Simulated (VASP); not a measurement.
# WC (P1) in VASP: electric field gradients with PBE

Aim: the electric field gradients of WC with PBE.

All numbers are computed with VASP 6.6.1; they aren't measurements. Logs are shortened: lines on timing, memory, paths and dates and some standing lists are left out, and cuts for length are marked.

### 1 The cell of the first run

The typed cell holds 2 atoms: a = 2.901 Å, b = 2.863 Å, c = 2.830 Å, α = 89.36°, β = 88.27°, γ = 118.70°.

### 2 Electric field gradients, PBE (equal xy, yz and zx shear strains of +3 %)

File INCAR:

```
PREC = Accurate ; ENCUT = 520
EDIFF = 1E-8 ; ISMEAR = -1
SIGMA = 0.05 ; LREAL = F
LASPH = T ; NELM = 100
ALGO = Normal ; ISIF = 2
LWAVE = F ; LCHARG = F
GGA = PE ; LEFG = T
NBANDS = 16
```

File KPOINTS:

```
regular mesh
0
Gamma
  13 13 12
```

File POSCAR:

```
WC
1.0
    2.9005014360      0.0435075215      0.0435075215
   -1.4125720991      2.4901541665      0.0159248581
    0.0424350000      0.0424350000      2.8290000000
W C
1 1
Direct
    0.0000000000      0.0000000000      0.0000000000
    0.6666666667      0.3333333333      0.5000000000
```

Potentials or basis: VASP PAW PBE potentials, release 64 (W_sv, C).

Command:

```bash
> cat potpaw_PBE.64/W_sv/POTCAR potpaw_PBE.64/C/POTCAR > POTCAR
> mpirun -np 1 vasp_std > vasp.out
```

OUTCAR:

```text
PREC = Accurate
   ENCUT = 520
   EDIFF = 1E-8
   ISMEAR = -1
   LREAL = F
   LASPH = T
   NELM = 100
   ISIF = 2
   GGA = PE

 ion  position               nearest neighbor table
   1  0.000  0.000  0.000-   2 2.16   2 2.16   2 2.16   2 2.19   2 2.22   2 2.25
   2  0.667  0.333  0.500-   1 2.16   1 2.16   1 2.16   1 2.19   1 2.22   1 2.25

  LATTYP: Found a triclinic cell.
 ALAT       =     5.0249460859
 B/A-ratio  =     0.5697473580
 C/A-ratio  =     0.5631177738
 COS(alpha) =     0.0112057054
 COS(beta)  =     0.0302114048
 COS(gamma) =     0.8622746762

  Lattice vectors:

 A1 = (   0.0753572378,   5.0238158545,   0.0753572377)
 A2 = (  -1.4125720991,   2.4901541665,   0.0159248581)
 A3 = (   0.0424350000,   0.0424350000,   2.8290000000)

Analysis of symmetry for initial positions (statically):
=====================================================================
 Subroutine PRICEL returns:
 Original cell was already a primitive cell.

 Routine SETGRP: Setting up the symmetry group for a
 triclinic supercell.

 Subroutine GETGRP returns: Found  1 space group operations
 (whereof  1 operations were pure point group operations)
 out of a pool of  2 trial point group operations.

The static configuration has the point symmetry C_1 .

Analysis of symmetry for dynamics (positions and initial velocities):
=====================================================================
 Subroutine PRICEL returns:
 Original cell was already a primitive cell.

 Routine SETGRP: Setting up the symmetry group for a
 triclinic supercell.

 Subroutine GETGRP returns: Found  1 space group operations
 (whereof  1 operations were pure point group operations)
 out of a pool of  2 trial point group operations.

The dynamic configuration has the point symmetry C_1 .

 Subroutine INISYM returns: Found  1 space group operations
 (whereof  1 operations are pure point group operations),
 and found     1 'primitive' translations

----------------------------------------------------------------------------------------

                                     Primitive cell

  volume of cell :      20.5977

  direct lattice vectors                    reciprocal lattice vectors
     2.900501436  0.043507522  0.043507522     0.341977935  0.194042818 -0.008040311
    -1.412572099  2.490154166  0.015924858    -0.005885916  0.398280341 -0.005885916
     0.042435000  0.042435000  2.829000000    -0.005226186 -0.005226186  0.353638581

  length of vectors
     2.901153975  2.862949757  2.829636453     0.393276200  0.398367316  0.353715807

  position of ions in fractional coordinates (direct lattice)
     0.000000000  0.000000000  0.000000000
     0.666666667  0.333333333  0.500000000

  ion indices of the primitive-cell ions
   primitive index   ion index
                 1           1
                 2           2

----------------------------------------------------------------------------------------

 KPOINTS: regular mesh

Automatic generation of k-mesh.
 Grid dimensions read from file:
 generate k-points for:   13   13   12

 Generating k-lattice:

  Cartesian coordinates                     Fractional coordinates (reciprocal lattice)
     0.026305995  0.014926371 -0.000618485     0.076923077  0.000000000  0.000000000
    -0.000452763  0.030636949 -0.000452763    -0.000000000  0.076923077  0.000000000
    -0.000435515 -0.000435515  0.029469882     0.000000000 -0.000000000  0.083333333

  Length of vectors
     0.030252015  0.030643640  0.029476317

  Shift w.r.t. Gamma in fractional coordinates (k-lattice)
     0.000000000  0.000000000  0.000000000

 Subroutine IBZKPT returns following result:
 ===========================================

 Found   1015 irreducible k-points:

 Following reciprocal coordinates:
            Coordinates               Weight
  0.000000  0.000000  0.000000      1.000000
  0.076923 -0.000000  0.000000      2.000000
  0.153846  0.000000  0.000000      2.000000
  0.230769 -0.000000  0.000000      2.000000
  0.307692  0.000000  0.000000      2.000000
  0.384615  0.000000  0.000000      2.000000
[... 16 lines left out ...]
  0.153846  0.153846 -0.000000      2.000000
  0.230769  0.153846  0.000000      2.000000
 [... further k-points ...]
   k-points           NKPTS =   1015   k-points in BZ     NKDIM =   1015   number of bands    NBANDS=     16
   number of dos      NEDOS =    301   number of ions     NIONS =      2
   total plane-waves  NPLWV =  13824
   dimension x,y,z NGX =    24 NGY =   24 NGZ =   24
   dimension x,y,z NGXF=    48 NGYF=   48 NGZF=   48
   ions per type =               1   1
   NGX,Y,Z   is equivalent  to a cutoff of  13.75, 13.94, 14.10 a.u.
   NGXF,Y,Z  is equivalent  to a cutoff of  27.51, 27.87, 28.20 a.u.
 SYSTEM =  unknown system
   PREC   = accura    normal or accurate (medium, high low for compatibility)
   ISTART =      0    job   : 0-new  1-cont  2-samecut
   ICHARG =      2    charge: 1-file 2-atom 10-const
   ISPIN  =      1    spin polarized calculation?
   LNONCOLLINEAR =      F non collinear calculations
   LSORBIT =      F    spin-orbit coupling
   LASPH  =      T    aspherical Exc in radial PAW
   ENCUT  =  520.0 eV  38.22 Ry    6.18 a.u.   5.39  5.32  5.26*2*pi/ulx,y,z
   NELM   =    100;   NELMIN=  2; NELMDL= -5     # of ELM steps
   EDIFF  = 0.1E-07   stopping-criterion for ELM
   LREAL  =      F    real-space projection
   EDIFFG = 0.1E-06   stopping-criterion for IOM
   NSW    =      0    number of steps for IOM
   IBRION =     -1    ionic relax: 0-MD 1-quasi-New 2-CG
   NFREE  =      0    steps in history (QN), initial steepest desc. (CG)
   ISIF   =      2    stress and relaxation
   ISYM   =      2    0-nonsym 1-usesym 2-fastsym
   POTIM  = 0.5000    time-step for ionic-motion
   TEBEG  =    0.0;   TEEND  =   0.0 temperature during run
   PSTRESS=    0.0 pullay stress
   NELECT =      18.0000    total number of electrons
   NUPDOWN=      -1.0000    fix difference up-down
   EMIN   =  10.00;   EMAX   =-10.00  energy-range for DOS
   EFERMI =   0.00;   METHOD = LEGACY
   ISMEAR =    -1;   SIGMA  =   0.05  broadening in eV -4-tet -1-fermi 0-gaus
   EFERMI_NEDOS =   21; number of points for ismear=-14 and -15
   IALGO  =     38    algorithm
   IMIX   =      4    mixing-type and parameters
     AMIX     =   0.40;   BMIX     =  1.00
     AMIX_MAG =   1.60;   BMIX_MAG =  1.00
  volume/ion in A,a.u.               =      10.30        69.50
  Fermi-wavevector in a.u.,A,eV,Ry     =   1.565162  2.957727 33.330612  2.449731
  Thomas-Fermi vector in A             =   2.667679
   LORBIT       =      0    0 simple, 1 ext, 2 COOP (PROOUT), +10 PAW based schemes
   GGA     = PE    functional components
   LHFCALC =     F    Hartree Fock is set to
   AEXX    =    0.0000 exact exchange contribution
   IVDW    =     0    specifies the selected vdW correction
   LEPSILON=     F    determine dielectric tensor
   LRPA    =     F    only Hartree local field effects (RPA)
 non-spin polarized calculation
  energy-cutoff  :      520.00
  volume of cell :       20.60
 maximum number of plane-waves:       571
 NGX is ok and might be reduce to    24
   NGX = 11   NGY = 11   NGZ = 11

 number of electron      18.0000000 magnetization

 Free energy of the ion-electron system (eV)
  ---------------------------------------------------
  ext. energy  EPLUGINS =         0.00000000
  ---------------------------------------------------
  free energy    TOTEN  =       -22.38509977 eV

  energy without entropy =      -22.38292781  energy(sigma->0) =      -22.38401379

 E-fermi :  11.2015     XC(G=0): -13.8395

 val. band max:       11.1985814645   @ k =  -0.0769  -0.4615   0.4167
 cond. band min:      11.2168352094   @ k =   0.3077   0.2308   0.0000
 fundamental gap:      0.0182537450
 Fermi energy:        11.2015474774

 k-point     1 :       0.0000    0.0000    0.0000
  band No.  band energies     occupation
      1     -62.7928      2.00000
      2     -26.7742      2.00000
      3     -26.7036      2.00000
      4     -26.6402      2.00000
      5      -3.3210      2.00000
      6       6.8398      2.00000
[... 8 lines left out ...]
     15      25.6572      0.00000
     16      27.6407      0.00000

 k-point     2 :       0.0769   -0.0000    0.0000
  band No.  band energies     occupation
      1     -62.7896      2.00000
      2     -26.7696      2.00000
      3     -26.7487      2.00000
      4     -26.6521      2.00000
      5      -3.1682      2.00000
      6       6.8643      2.00000
[... 8 lines left out ...]
     15      25.3358      0.00000
     16      28.2471      0.00000

 k-point     3 :       0.1538    0.0000    0.0000
  band No.  band energies     occupation
      1     -62.7809      2.00000
      2     -26.8811      2.00000
      3     -26.7509      2.00000
      4     -26.6813      2.00000
      5      -2.7324      2.00000
      6       6.4942      2.00000
[... 8 lines left out ...]
     15      24.9961      0.00000
     16      29.1641      0.00000

 k-point     4 :       0.2308   -0.0000    0.0000
  band No.  band energies     occupation
      1     -62.7685      2.00000
      2     -27.0621      2.00000
      3     -26.7279      2.00000
      4     -26.7203      2.00000
      5      -2.0787      2.00000
      6       5.7637      2.00000
[... 8 lines left out ...]
     15      25.1187      0.00000
     16      29.2162      0.00000
[... 324 lines left out ...]
 k-point    22 :       0.0769    0.1538    0.0000
  band No.  band energies     occupation
      1     -62.7723      2.00000
      2     -26.9696      2.00000
      3     -26.7435      2.00000
      4     -26.7336      2.00000
      5      -2.3167      2.00000
      6       6.0960      2.00000
[... 8 lines left out ...]
     15      25.0449      0.00000
     16      29.3231      0.00000

 k-point    23 :       0.1538    0.1538   -0.0000
  band No.  band energies     occupation
      1     -62.7615      2.00000
      2     -27.1039      2.00000
      3     -26.8001      2.00000
      4     -26.7143      2.00000
      5      -1.7040      2.00000
      6       5.5371      2.00000
[... 8 lines left out ...]
     15      25.4230      0.00000
     16      29.0546      0.00000

 k-point    24 :       0.2308    0.1538    0.0000
  band No.  band energies     occupation
      1     -62.7498      2.00000
      2     -27.2421      2.00000
      3     -26.8657      2.00000
      4     -26.6919      2.00000
      5      -0.9692      2.00000
      6       5.0038      2.00000
[... 8 lines left out ...]
     15      26.2524      0.00000
     16      27.9508      0.00000

 [... further k-points ...]

------------------------ aborting loop because EDIFF is reached ----------------------------------------

  FORCE on cell =-STRESS in cart. coord.  units (eV):
  Direction    XX          YY          ZZ          XY          YZ          ZX
  --------------------------------------------------------------------------------------
  -------------------------------------------------------------------------------------
  Total        1.3306824      1.3631838      1.4113670     -0.9467001     -1.1963353     -1.1984488
  in kB      103.5060077    106.0341010    109.7819885    -73.6382684    -93.0559338    -93.2203330
  external PRESSURE =     106.4406991 kB  Pullay stress =       0.0000000 kB

 VOLUME and BASIS-vectors are now :
 -----------------------------------------------------------------------------
  energy-cutoff  :      520.00
  volume of cell :       20.60
      direct lattice vectors                 reciprocal lattice vectors
     2.900501436  0.043507522  0.043507522     0.341977935  0.194042818 -0.008040311
    -1.412572099  2.490154166  0.015924858    -0.005885916  0.398280341 -0.005885916
     0.042435000  0.042435000  2.829000000    -0.005226186 -0.005226186  0.353638581

 POSITION                                       TOTAL-FORCE (eV/Angst)
 -----------------------------------------------------------------------------------
      0.00000      0.00000      0.00000         0.123763      0.000653     -0.055354
      1.48403      0.88027      1.44881        -0.123763     -0.000653      0.055354
 -----------------------------------------------------------------------------------
    total drift:                               -0.000012     -0.000034      0.000007

  FREE ENERGIE OF THE ION-ELECTRON SYSTEM (eV)
  ---------------------------------------------------
  free  energy   TOTEN  =       -22.3850997678 eV

  energy  without entropy=      -22.3829278128  energy(sigma->0) =      -22.38401379

 Electric field gradients (V/A^2)
---------------------------------------------------------------------
 ion       V_xx      V_yy      V_zz      V_xy      V_xz      V_yz
---------------------------------------------------------------------
   1      70.538    74.386  -144.923    31.907    64.888    64.751
   2      -0.130    -0.197     0.327     1.259     2.862     2.846
---------------------------------------------------------------------

 Electric field gradients after diagonalization (V/A^2)
 (convention: |V_zz| > |V_xx| > |V_yy|)
----------------------------------------------------------------------
 ion       V_xx      V_yy      V_zz     asymmetry (V_yy - V_xx)/ V_zz
----------------------------------------------------------------------
   1     134.482    40.523  -175.005       0.537
   2      -3.344    -1.422     4.766       0.403
----------------------------------------------------------------------

           NMR quadrupolar parameters

 Cq : quadrupolar parameter    Cq=e*Q*V_zz/h
 eta: asymmetry parameters     (V_yy - V_xx)/ V_zz
 Q  : nuclear electric quadrupole moment in mb (millibarn)
----------------------------------------------------------------------
 ion       Cq(MHz)       eta       Q (mb)
----------------------------------------------------------------------
   1      -0.423       0.537       1.000
   2       0.012       0.403       1.000
----------------------------------------------------------------------
```

Wall time 8.4 min (1 thread of Oxide Virtual Turin-like, shared host); peak memory 0.38 GiB.

Results:

| Property | Result |
| --- | --- |
| Free energy | -22.3851 eV |
| Pressure | 10.6 GPa |
| Largest force | 0.136 eV/Å |
| Band gap on the k mesh | zero (bands 9 and 10 overlap by 1.18 eV) |
| Largest electric field gradient by atom | W -175.0; C +4.8 V/Å² |

Forces on the atoms (eV/Å):
```
W    0.124  0.001 -0.055
C   -0.124 -0.001  0.055
```

Electric field gradients, principal values (V/Å²):
```
atom   least   middle  greatest (by size)
 1 W  40.523  134.482            -175.005
 2 C  -1.422   -3.344               4.766
```

Caveat: the cell differs from its parent crystal (equal xy, yz and zx shear strains of +3 %); the cell stands under pressure; without QUAD_EFG the Cq values of the log hold for a quadrupole moment of 1 mb, not for the nuclei; spin-orbit coupling is left out, which moves the levels of the heavy elements.
